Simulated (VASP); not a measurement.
A run of VASP 6.6.1:

The input INCAR:

```
PREC = Accurate
ENCUT = 520
EDIFF = 1E-7
ISMEAR = 0
SIGMA = 0.02
LREAL = Auto
LASPH = True
NELM = 100
ALGO = Normal
ISIF = 2
LWAVE = False
LCHARG = True
GGA = PE
IVDW = 12
LELF = True
LVHAR = True
NBANDS = 52
```

Contents of KPOINTS:

```
Automatic mesh
0
Gamma
  2 2 2
```

File POSCAR:

```
TiSi16
1.0
    0.0000000000      5.4300000000      5.4300000000
    5.4300000000      0.0000000000      5.4300000000
    5.4300000000      5.4300000000      0.0000000000
Si Ti
16 1
Direct
    0.0039804788     -0.0036292818     -0.0031707182
    0.1173348066      0.1210639042      0.1216703499
   -0.0058376611     -0.0021958564      0.5024614180
    0.1228190608      0.1194873849      0.6349813076
   -0.0057408840      0.5018902394     -0.0017686924
    0.1226197053      0.6344836096      0.1199998158
   -0.0020578269      0.5019429098      0.5024186004
    0.1269673112      0.6241785451      0.6245930939
    0.5019430018     -0.0018126151     -0.0011636280
    0.6409065378      0.1208111418      0.1215501842
    0.5059073665     -0.0022664825      0.5022742173
    0.6217622468      0.1316173112      0.6250370166
    0.5056965009      0.5016600368     -0.0017071823
    0.6217725599      0.6243154696      0.1321252302
    0.4975367403      0.5021564457      0.5027177716
    0.6244953039      0.6239914365      0.6245437385
    0.2519290976      1.2480567219      0.2486819521
```

Potentials or basis: VASP PAW PBE potentials, release 64 (Si, Ti_sv).

Command:

```bash
$ cat potpaw_PBE.64/Si/POTCAR potpaw_PBE.64/Ti_sv/POTCAR > POTCAR
$ mpirun -np 1 vasp_std > vasp.out
```

Hardware: 1 thread of Intel Xeon 8259CL (shared host).

Task: Estimate the wall time of this run.

Result: It took 9.3 min on 1 thread of Intel Xeon 8259CL (shared host), peak memory 0.51 GiB. Counts: scf iterations 17, k points 8.
